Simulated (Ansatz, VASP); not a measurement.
# Sn in VASP and in Ansatz

```
Sn
1.0
    -1.64021    1.68677    2.22142
     1.64021   -1.68677    2.22142
     1.64021    1.68677   -2.22142
Sn
1
Direct
  0.00000 0.00000 0.00000
```

Change from the starting cell: strain -0.050 along x and y, -0.050 along z, atoms carried along.

Alike in both runs: task single point; functional LDA; k mesh 20 × 20 × 20; occupations gaussian, width 0.15 eV; no spin polarisation.

```csv
,VASP,Ansatz
version,VASP 6.6.1,Ansatz 0.2.0
potentials or method,"VASP PAW LDA potentials, release 64 (Sn_d), cutoff 520 eV","scalar-relativistic, plane waves, PAW"
valence electrons in the cell,14,14
```

|  | VASP | Ansatz | Ansatz less VASP |
| --- | --- | --- | --- |
| gap on the k mesh at the Fermi level (eV) | none | none | - |
| pressure (GPa) | 3.4 | 3.3 | -0.10 |
| traceless stress, the component that is largest in VASP (GPa) | 0.95 | 0.94 | -0.006 |

LDA's correlation is that of Perdew and Zunger in VASP and of Perdew and Wang (1992) in Ansatz. A gap of «none» marks a metal or a gap that the smearing closes.
